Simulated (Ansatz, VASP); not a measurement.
**Sc in VASP and in Ansatz**

Contents of INCAR:

```
SYSTEM = Sc
  PREC = Accurate
  ENCUT = 520
  EDIFF = 1E-7
  ISMEAR = -1
  SIGMA = 0.1
  LREAL = .False.
  LASPH = .True.
  NELM = 60
  ALGO = Normal
  ISIF = 2
  LWAVE = .False.
  LCHARG = .False.
  GGA = PE
  NBANDS = 24
```

File KPOINTS:

```
regular mesh
0
Gamma
  8 8 11
  0 0 0
```

Contents of POSCAR:

```
Sc
1.0
    5.3375150035      0.0000000000      0.0000000000
   -2.6687575018      4.6224235861      0.0000000000
    0.0000000000      0.0000000000      3.3432894925
Sc
3
Direct
    1.0000000000      1.0000000000      0.0000000000
    0.3333333333      0.6666666667      0.5000000000
    0.6666666667      0.3333333333      0.5000000000
```

Input for Ansatz:

```yaml
crystal:
  lattice:
    - [5.3375150035, 0.0, 0.0]
    - [-2.6687575018, 4.6224235861, 0.0]
    - [0.0, 0.0, 3.3432894925]
  atoms:
    - { symbol: Sc, position: [1.0, 1.0, 0.0] }
    - { symbol: Sc, position: [0.3333333333, 0.6666666667, 0.5] }
    - { symbol: Sc, position: [0.6666666667, 0.3333333333, 0.5] }
hamiltonian:
  xc: pbe
  pseudopotentials:
    kind: paw
    azcp:
      Sc: "pseudopotentials/Sc.paw.azcp"
basis:
  ecutwfc: 420
  fft_grid_basis: typed
kpoints:
  mp_grid: { grid: [8, 8, 11], shift: [0, 0, 0] }
magnetization:
  spin_polarized: false
scf:
  occupations: { method: fermi_dirac, width: 0.1 }
  lower_state_search: "off"
output:
  stress: true
```

Alike in both runs: task single point; functional PBE; k mesh 8 × 8 × 11; occupations fermi-dirac, width 0.1 eV; no spin polarisation.

```csv
,VASP,Ansatz
version,VASP 6.6.1,Ansatz 0.2.0
potentials or method,"VASP PAW PBE potentials, release 64 (Sc_sv), cutoff 520 eV","plane waves (420 eV) with PAW, scalar-relativistic"
valence electrons in the cell,33,33
```

```csv
,VASP,Ansatz,Ansatz less VASP
pressure (GPa),-4.9,-4.9,-0.02
"traceless stress, the component that is largest in VASP (GPa)",-0.16,-0.16,0.000
```

The functional is the same, so the differences come from potentials, cutoffs and numerics.
